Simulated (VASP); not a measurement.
# SnO2 (P1) in VASP: single point with r2SCAN

Aim: the single point of SnO2 with r2SCAN.

Everything below comes from runs of VASP 6.6.1. Logs are shortened: lines on timing, memory, paths and dates and some standing lists are left out, and cuts for length are marked.

**1. The cell of the first run**

The typed cell holds 6 atoms: a = 3.310 Å, b = 3.532 Å, c = 11.147 Å, α = 82.19°, β = 101.28°, γ = 124.79°.

**2. Single point, r2SCAN (atoms moved at random and the cell strained at random)**

Input file POSCAR:

```
SnO2
1.0
    3.2879889935     -0.2032526620     -0.3176181666
   -1.8200164654      3.0183550359      0.2266307573
   -1.1066083132      0.2728515764     11.0885872804
Sn O
2 4
Direct
    0.0120706178      0.0156556396      0.4984364272
    0.0014757282      0.0109725430     -0.0015050574
    0.6657438956      0.3331725516      0.4120993947
    0.6718925977      0.3327062939      0.0891535647
    0.3292866532      0.6579092958      0.5915697869
    0.3195305075      0.6495836762      0.9102458838
```

Input file INCAR.step1:

```
SYSTEM = SnO2
PREC = Accurate
ENCUT = 520
ISMEAR = 0
SIGMA = 0.05
LREAL = .FALSE.
LASPH = .TRUE.
NELM = 100
NBANDS = 35
GGA = PE
ALGO = Normal
EDIFF = 1E-4
LWAVE = .TRUE.
LCHARG = .FALSE.
```

Input file INCAR.step2:

```
SYSTEM = SnO2
PREC = Accurate
ENCUT = 520
EDIFF = 1E-6
ISMEAR = 0
SIGMA = 0.05
LREAL = .FALSE.
LASPH = .TRUE.
NELM = 100
ALGO = Normal
ISIF = 2
LWAVE = .FALSE.
LCHARG = .FALSE.
METAGGA = R2SCAN
LMIXTAU = .TRUE.
NBANDS = 35
ISTART = 1
```

Input file KPOINTS:

```
Automatic mesh
0
G
  12 12 2
  0 0 0
```

Potentials or basis: VASP PAW PBE potentials, release 64 (Sn_d, O).

Started as:

```console
$ cat potpaw_PBE.64/Sn_d/POTCAR potpaw_PBE.64/O/POTCAR > POTCAR
$ cp INCAR.step1 INCAR
$ mpirun -np 1 vasp_std > vasp.out
$ cp INCAR.step2 INCAR
$ mpirun -np 1 vasp_std > vasp.out
```

OUTCAR:

```text
SYSTEM = SnO2
   PREC = Accurate
   ENCUT = 520
   EDIFF = 1E-6
   ISMEAR = 0
   LREAL = .FALSE.
   LASPH = .TRUE.
   NELM = 100
   ISIF = 2
   METAGGA = R2SCAN
   ISTART = 1

 ion  position               nearest neighbor table
   1  0.012  0.016  0.498-   3 2.06   5 2.12   3 2.15   5 2.20   5 2.25   3 2.26
   2  0.001  0.011  0.998-   4 1.95   6 1.97   6 2.06   4 2.18   4 2.38   6 2.45
   3  0.666  0.333  0.412-   1 2.06   1 2.15   1 2.26
   4  0.672  0.333  0.089-   2 1.95   2 2.18   2 2.38
   5  0.329  0.658  0.592-   1 2.12   1 2.20   1 2.25
   6  0.320  0.650  0.910-   2 1.97   2 2.06   2 2.45

  LATTYP: Found a triclinic cell.
 ALAT       =     3.3095414434
 B/A-ratio  =     1.0671858768
 C/A-ratio  =     3.3206596836
 COS(alpha) =     0.0339827420
 COS(beta)  =     0.1027497993
 COS(gamma) =     0.5705954368

  Lattice vectors:

 A1 = (  -3.2879889935,   0.2032526620,   0.3176181666)
 A2 = (  -1.8200164654,   3.0183550359,   0.2266307573)
 A3 = (  -2.1813806803,  -0.0695989144, -10.7709691138)

Analysis of symmetry for initial positions (statically):
=====================================================================
 Subroutine PRICEL returns:
 Original cell was already a primitive cell.

 Routine SETGRP: Setting up the symmetry group for a
 triclinic supercell.

 Subroutine GETGRP returns: Found  1 space group operations
 (whereof  1 operations were pure point group operations)
 out of a pool of  2 trial point group operations.

The static configuration has the point symmetry C_1 .

Analysis of symmetry for dynamics (positions and initial velocities):
=====================================================================
 Subroutine PRICEL returns:
 Original cell was already a primitive cell.

 Routine SETGRP: Setting up the symmetry group for a
 triclinic supercell.

 Subroutine GETGRP returns: Found  1 space group operations
 (whereof  1 operations were pure point group operations)
 out of a pool of  2 trial point group operations.

The dynamic configuration has the point symmetry C_1 .

 Subroutine INISYM returns: Found  1 space group operations
 (whereof  1 operations are pure point group operations),
 and found     1 'primitive' translations

----------------------------------------------------------------------------------------

                                     Primitive cell
[... 100 lines left out ...]
   LREAL  =      F    real-space projection
   EDIFFG = 0.1E-04   stopping-criterion for IOM
   NSW    =      0    number of steps for IOM
   IBRION =     -1    ionic relax: 0-MD 1-quasi-New 2-CG
   NFREE  =      0    steps in history (QN), initial steepest desc. (CG)
   ISIF   =      2    stress and relaxation
   ISYM   =      2    0-nonsym 1-usesym 2-fastsym
   POTIM  = 0.5000    time-step for ionic-motion
   TEBEG  =    0.0;   TEEND  =   0.0 temperature during run
   PSTRESS=    0.0 pullay stress
   NELECT =      52.0000    total number of electrons
   NUPDOWN=      -1.0000    fix difference up-down
   EMIN   =  10.00;   EMAX   =-10.00  energy-range for DOS
   EFERMI =   0.00;   METHOD = LEGACY
   ISMEAR =     0;   SIGMA  =   0.05  broadening in eV -4-tet -1-fermi 0-gaus
   EFERMI_NEDOS =   21; number of points for ismear=-14 and -15
   IALGO  =     38    algorithm
   IMIX   =      4    mixing-type and parameters
     AMIX     =   0.40;   BMIX     =  1.00
     AMIX_MAG =   1.60;   BMIX_MAG =  1.00
  volume/ion in A,a.u.               =      17.48       117.97
  Fermi-wavevector in a.u.,A,eV,Ry     =   1.295684  2.448487 22.841407  1.678796
  Thomas-Fermi vector in A             =   2.427188
   LORBIT       =      0    0 simple, 1 ext, 2 COOP (PROOUT), +10 PAW based schemes
   METAGGA = R2SCAN    functional components
   LHFCALC =     F    Hartree Fock is set to
   AEXX    =    0.0000 exact exchange contribution
   IVDW    =     0    specifies the selected vdW correction
   LEPSILON=     F    determine dielectric tensor
   LRPA    =     F    only Hartree local field effects (RPA)
 non-spin polarized calculation
 Gauss-broadening in eV      SIGMA  =   0.05
  energy-cutoff  :      520.00
  volume of cell :      104.89
 maximum number of plane-waves:      2854
 NGX is ok and might be reduce to    28
   NGX = 13   NGY = 13   NGZ = 41

 number of electron      52.0000006 magnetization

 Free energy of the ion-electron system (eV)
  ---------------------------------------------------
  ext. energy  EPLUGINS =         0.00000000
  ---------------------------------------------------
  free energy    TOTEN  =       -81.69760053 eV

  energy without entropy =      -81.69760053  energy(sigma->0) =      -81.69760053

 E-fermi :   1.7696     XC(G=0):  -9.4075

 val. band max:        1.4988629475   @ k =   0.2500   0.5000  -0.0000
 cond. band min:       3.0449085591   @ k =   0.0000   0.0000   0.0000
 fundamental gap:      1.5460456116
 Fermi energy:         1.7696075830

 k-point     1 :       0.0000    0.0000    0.0000
  band No.  band energies     occupation
      1     -19.9755      2.00000
      2     -19.7051      2.00000
      3     -19.5911      2.00000
      4     -19.4105      2.00000
      5     -19.3529      2.00000
      6     -19.3503      2.00000
[... 901 lines left out ...]
     34      12.8848      0.00000
     35      13.4932      0.00000

 [... further k-points ...]

------------------------ aborting loop because EDIFF is reached ----------------------------------------

  FORCE on cell =-STRESS in cart. coord.  units (eV):
  Direction    XX          YY          ZZ          XY          YZ          ZX
  --------------------------------------------------------------------------------------
  -------------------------------------------------------------------------------------
  Total       -4.5460588     -6.8492009     -0.9022499      5.6826999     -1.2061542      7.8371717
  in kB      -69.4407977   -104.6211660    -13.7818169     86.8029280    -18.4239395    119.7123663
  external PRESSURE =     -62.6145935 kB  Pullay stress =       0.0000000 kB

 VOLUME and BASIS-vectors are now :
 -----------------------------------------------------------------------------
  energy-cutoff  :      520.00
  volume of cell :      104.89
      direct lattice vectors                 reciprocal lattice vectors
     3.287988993 -0.203252662 -0.317618167     0.318502236  0.190015872  0.027109954
    -1.820016465  3.018355036  0.226630757     0.020661055  0.344245748 -0.006408779
    -1.106608313  0.272851576 11.088587280     0.008700808 -0.001593006  0.091090327

 POSITION                                       TOTAL-FORCE (eV/Angst)
 -----------------------------------------------------------------------------------
     -0.54038      0.18080      5.52667         0.169348     -0.487986      0.784189
     -1.12006      0.30526     11.07392        -0.365835     -0.662214      0.277318
      1.12655      0.98276      4.43365        -2.102056      0.297739     -0.222552
      1.50499      0.89199      0.85058         1.991372      0.062879      0.117169
     -0.76935      2.08029      6.60419         1.932369      0.190926     -0.563500
     -1.13893      2.14409     10.13907        -1.625198      0.598655     -0.392625
 -----------------------------------------------------------------------------------
    total drift:                               -0.000832     -0.000085      0.001836

  FREE ENERGIE OF THE ION-ELECTRON SYSTEM (eV)
  ---------------------------------------------------
  free  energy   TOTEN  =       -81.6976005274 eV

  energy  without entropy=      -81.6976005274  energy(sigma->0) =      -81.69760053
```

OSZICAR.step1:

```text
N       E                     dE             d eps       ncg     rms          rms(c)
DAV:   1     0.644405771389E+03    0.64441E+03   -0.25531E+04 11275   0.204E+03
DAV:   2     0.653794788121E+02   -0.57903E+03   -0.54495E+03 11643   0.584E+02
DAV:   3    -0.359661391261E+02   -0.10135E+03   -0.99486E+02 11632   0.207E+02
DAV:   4    -0.414571545133E+02   -0.54910E+01   -0.54543E+01 12785   0.546E+01
DAV:   5    -0.416097277650E+02   -0.15257E+00   -0.15239E+00 12647   0.929E+00    0.155E+01
DAV:   6    -0.350989749265E+02    0.65108E+01   -0.20712E+01 16504   0.692E+01    0.617E+00
DAV:   7    -0.351623218919E+02   -0.63347E-01   -0.23762E+00 11076   0.912E+00    0.330E+00
DAV:   8    -0.351172860939E+02    0.45036E-01   -0.26637E-01 14446   0.413E+00    0.952E-01
DAV:   9    -0.351085567748E+02    0.87293E-02   -0.40346E-02 15904   0.259E+00    0.190E-01
DAV:  10    -0.351097533267E+02   -0.11966E-02   -0.81097E-03 11645   0.636E-01    0.112E-01
DAV:  11    -0.351106056049E+02   -0.85228E-03   -0.13954E-03 12974   0.329E-01    0.482E-02
DAV:  12    -0.351106352810E+02   -0.29676E-04   -0.11887E-04  9146   0.108E-01
   1 F= -.35110635E+02 E0= -.35110635E+02  d E =-.388344E-20
```

It took 18 min on 1 thread of Intel Xeon 6975P-C (Granite Rapids), shared host; peak memory 0.56 GiB.

Results:

```yaml
Free_energy: -81.6976 eV
Pressure: -6.3 GPa
Largest_force: 2.135 eV/Å
Band_gap_on_the_k_mesh: 1.55 eV (least direct gap 1.94 eV)
```

Forces in eV/Å, atoms in the order of the input:
```
Sn   0.169 -0.488  0.784
Sn  -0.366 -0.662  0.277
O   -2.102  0.298 -0.223
O    1.991  0.063  0.117
O    1.932  0.191 -0.564
O   -1.625  0.599 -0.393
```

Levels at points of the mesh, in eV from the valence-band top:
| k point | band 22 | band 23 | band 24 | band 25 | band 26 | band 27 | band 28 | band 29 | band 30 | band 31 |
| --- | --- | --- | --- | --- | --- | --- | --- | --- | --- | --- |
| (0.00, 0.00, 0.00) | -1.29 | -1.16 | -1.05 | -0.99 | -0.39 | 1.55 | 2.46 | 5.27 | 5.70 | 9.32 |
| (0.50, 0.00, 0.00) | -1.41 | -1.32 | -0.74 | -0.58 | -0.38 | 3.85 | 5.65 | 5.96 | 6.56 | 10.07 |
| (0.00, 0.50, 0.00) | -1.33 | -1.20 | -1.08 | -0.30 | -0.04 | 4.87 | 5.70 | 6.39 | 6.98 | 9.21 |
| (0.50, 0.50, 0.00) | -1.01 | -0.79 | -0.72 | -0.59 | -0.08 | 4.88 | 5.53 | 7.43 | 7.99 | 9.20 |
| (0.00, 0.00, 0.50) | -1.17 | -1.15 | -1.12 | -1.03 | -0.45 | 1.67 | 2.36 | 5.37 | 5.62 | 9.22 |
| (0.50, 0.00, 0.50) | -1.39 | -1.33 | -0.74 | -0.56 | -0.41 | 3.85 | 5.63 | 6.02 | 6.51 | 10.05 |
| (0.00, 0.50, 0.50) | -1.38 | -1.19 | -1.07 | -0.25 | -0.09 | 4.87 | 5.70 | 6.45 | 6.92 | 9.21 |
| (0.50, 0.50, 0.50) | -1.03 | -0.77 | -0.66 | -0.64 | -0.10 | 4.88 | 5.53 | 7.53 | 7.90 | 9.13 |

Caveat: the cell differs from its parent crystal (atoms moved at random and the cell strained at random); the stress differs along the axes, from -10 to -1 GPa; the PAW data sets were made with another functional, which shifts forces and pressure a little; spin-orbit coupling is left out, which moves the levels of the heavy elements.
